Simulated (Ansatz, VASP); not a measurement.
This is a calculation of Pt for Ansatz 0.2.0.

The input input:

```
crystal:
  lattice:
    - [-1.562808997, 1.562808997, 1.562808997]
    - [1.562808997, -1.562808997, 1.562808997]
    - [1.562808997, 1.562808997, -1.562808997]
  atoms:
    - { symbol: Pt, position: [0.0, 0.0, 0.0] }
hamiltonian:
  xc: hse06
  pseudopotentials: { kind: paw }
kpoints:
  mp_grid: { grid: [8, 8, 8] }
scf:
  occupations: { method: fermi_dirac, width: 0.05 }
output:
  forces: true
  stress: true
  eigenvalues: true
```

Q: Translate it to VASP 6.6.1. Potentials there: VASP PAW PBE potentials, release 64 (Pt).

A: As run (the cutoff follows the program's own potentials):

POSCAR

```
Pt
1.0
   -1.5628089970      1.5628089970      1.5628089970
    1.5628089970     -1.5628089970      1.5628089970
    1.5628089970      1.5628089970     -1.5628089970
Pt
1
Direct
    0.0000000000      0.0000000000      0.0000000000
```

INCAR.step1

```
SYSTEM = Pt
PREC = Accurate
ENCUT = 520
EDIFF = 1E-5
ISMEAR = -1
SIGMA = 0.05
LREAL = .FALSE.
LASPH = .TRUE.
NELM = 80
ALGO = Normal
ISIF = 2
LWAVE = .TRUE.
LCHARG = .FALSE.
NBANDS = 11
GGA = PE
```

INCAR.step2

```
SYSTEM = Pt
PREC = Accurate
ENCUT = 520
EDIFF = 1E-6
ISMEAR = -1
SIGMA = 0.05
LREAL = .FALSE.
LASPH = .TRUE.
NELM = 80
ALGO = Normal
ISIF = 2
LWAVE = .FALSE.
LCHARG = .FALSE.
GGA = PE
LHFCALC = .TRUE.
HFSCREEN = 0.2079
PRECFOCK = Normal
NBANDS = 11
ISTART = 1
```

The input KPOINTS:

```
regular mesh
0
G
  8 8 8
  0 0 0
```

Potentials or basis: VASP PAW PBE potentials, release 64 (Pt).

Run with:

```console
$ cat potpaw_PBE.64/Pt/POTCAR > POTCAR
$ cp INCAR.step1 INCAR
$ mpirun -np 1 vasp_std > vasp.out
$ cp INCAR.step2 INCAR
$ mpirun -np 1 vasp_std > vasp.out
```

Both were run:

|  | VASP | Ansatz | Ansatz less VASP |
| --- | --- | --- | --- |
| gap on the k mesh at the Fermi level (eV) | none | none | - |
| pressure (GPa) | 2.6 | 2.4 | -0.25 |

A gap of «none» marks a metal or a gap that the smearing closes. VASP's potentials hold 10 valence electrons a cell and Ansatz's 18, so a difference there can come from the potentials and not from the codes.

Neither program's run includes spin-orbit coupling.
